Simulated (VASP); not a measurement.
Crystal: TiC (rocksalt type).

```xyz
2
Lattice="0.0000 2.1544 2.1544 2.1544 0.0000 2.1544 2.1544 2.1544 0.0000" Properties=species:S:1:pos:R:3 pbc="T T T"
Ti    0.0000    0.0000    0.0000
C     2.1544    2.1544    2.1544
```

| Item | Value |
| --- | --- |
| Program | VASP 6.6.1 |
| Task | relaxation of cell and atoms |
| Functional | PBE |
| Potentials or basis | VASP PAW PBE potentials, release 64 (Ti_sv, C) |
| Cutoff | 600 eV |
| k mesh | 16 × 16 × 16 |
| Occupations | fermi-dirac, width 0.08 eV |
| Spin | no spin polarisation |

At the start: pressure 4.4 GPa; volume 10.00 Å³/atom.

Problem. Where does the relaxation end?

Solution. Over 3 steps the energy falls by 2.4 meV/atom and the volume is 10.18 Å³/atom (+1.8 %); space group Fm-3m (No. 225, to 0.05 Å).

Step by step:
| step | energy change (eV) | largest force (eV/Å) | pressure (GPa) | volume (Å³) |
| --- | --- | --- | --- | --- |
| 1 | 0.0000 | 0.0000 | 4.43 | 20.00 |
| 2 | 0.0031 | 0.0000 | -5.32 | 20.81 |
| 3 | -0.0048 | 0.0000 | -0.02 | 20.35 |

Final structure:
```yaml
crystal:
  lattice:
    - [0.00000, 2.16693, 2.16693]
    - [2.16693, 0.00000, 2.16693]
    - [2.16693, 2.16693, 0.00000]
  atoms:
    - { symbol: Ti, position: [0.00000, 0.00000, 0.00000] }
    - { symbol: C, position: [0.50000, 0.50000, 0.50000] }
```
